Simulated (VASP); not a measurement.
Here is a VASP 6.6.1 calculation.

File INCAR:

```
PREC = Accurate
ENCUT = 520
EDIFF = 1E-6
ISMEAR = -1
SIGMA = 0.01
LREAL = Auto
LASPH = T
NELM = 200
ALGO = Normal
ISIF = 2
LWAVE = F
LCHARG = T
ISPIN = 2
MAGMOM = 0.04 0 0.01 0.01 0 0.02 0 0 0.01 0.04 0 0.01 0.03 0.01 0.03 0.01 0.08 0 0.01 0.01 -0.01 -0.01 0 0.02 0.01 0 0.01 0.01 0 0.01 0
LORBIT = 11
NUPDOWN = 1.0
GGA = PE
LELF = T
LVHAR = T
NBANDS = 86
GGA_COMPAT = F
```

Contents of KPOINTS:

```
regular mesh
0
Gamma
  1 1 1
```

File POSCAR:

```
B16N15
1.0
   -3.6241103800      3.6241103800     -3.6241103800
    3.6241103800      3.6241103800      3.6241103800
    3.6241103800     -3.6241103800     -3.6241103800
B N
16 15
Direct
   -0.0016063252      0.0031858853      0.0015930806
    0.0019144009      0.2545655080      0.7537740890
   -0.0068643053      0.5015154919      0.4994989970
    0.0071541695      0.7576644230      0.2573205290
    0.2493203587     -0.0001204434      0.7417136119
    0.2332946327      0.2496193286      0.4995519756
    0.2497539824      0.4981859852      0.2452392192
    0.2526908411      0.7489462835      0.0016317108
    0.4990546121     -0.0162346049      0.4994676790
    0.5012379066      0.2517802728      0.2337332231
    0.4962783446      0.5010955268     -0.0026260238
    0.5040610822      0.7524414861      0.7538109256
    0.7476345133      0.0002884846      0.2452272163
    0.7505817193      0.2468525807     -0.0025631118
    0.7670051981      0.5175674313      0.7652622876
    0.7510027882      0.7436880275      0.4995475607
    0.0042196562      0.0019817277      0.2517369518
    0.0001681792      0.2507129764     -0.0004870161
   -0.0038696393      0.4988617372      0.7467716808
    0.0001652819      0.7507020247      0.4995267280
    0.2516307188      0.0021526662      0.0041091464
    0.2519953600      0.2498010284      0.7473057429
    0.2533494855      0.4992222395      0.4995463190
    0.2514691619      0.7547361182      0.2517094968
    0.4992414166      0.0025386920      0.7473071226
    0.5010455835      0.4993898668      0.2522399718
    0.5001821992      0.7507003691     -0.0004937764
    0.7486591785      0.0038521178      0.4994828552
    0.7488646083      0.2515806376      0.2522381782
    0.7470125675      0.4975677645     -0.0050902147
    0.7483293045      0.7466752434      0.7468027229
```

Potentials or basis: VASP PAW PBE potentials, release 64 (B, N).

Run with:

```sh
$ cat potpaw_PBE.64/B/POTCAR potpaw_PBE.64/N/POTCAR > POTCAR
$ mpirun -np 1 vasp_gam > vasp.out
```

Task: Estimate the pressure.

Result: 0.8 GPa.

Task: Predict the largest force.

Result: 0.022 eV/Å.

Stress tensor (GPa, compression positive):
```
 1.69  0.00  0.00
 0.00 -1.07  0.00
 0.00  0.00  1.73
```

Caveat: the k points lie up to 1.23 Å⁻¹ apart; the total moment is fixed, so each spin has its own Fermi level.
